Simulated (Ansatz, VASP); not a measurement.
AgCl: VASP beside Ansatz

```
Ag Cl
1.0
     0.00000    2.74545    2.80444
     2.74545    0.00000    2.80444
     2.74545    2.74545    0.00000
Ag Cl
1 1
Direct
  0.00000 0.00000 0.00000
  0.50000 0.50000 0.50000
```

Change from the starting cell: epitaxial_xy strain -1.0%.

Alike in both runs: task single point; functional r2SCAN; k mesh 8 × 8 × 8; no spin polarisation.

|  | VASP | Ansatz |
| --- | --- | --- |
| version | VASP 6.6.1 | Ansatz 0.2.0 |
| potentials or method | VASP PAW PBE potentials, release 64 (Ag, Cl) | plane waves, PAW |
| plane-wave cutoff (eV) | 520 | 500 |
| occupations | gaussian, width 0.01 eV | fixed |
| valence electrons in the cell | 18 | 26 |

Ansatz gave:

```
gap on the k mesh at the Fermi level (eV)                     : 1.41
pressure (GPa)                                                : 0.5
traceless stress, the component that is largest in VASP (GPa) : -0.45
```

Estimate VASP's values.

gap on the k mesh at the Fermi level (eV): 1.35; pressure (GPa): 0.4; traceless stress, the component that is largest in VASP (GPa): -0.44.

VASP's potentials were made for PBE, not for r2SCAN. VASP's potentials hold 18 valence electrons a cell and Ansatz's 26, so a difference there can come from the potentials and not from the codes.
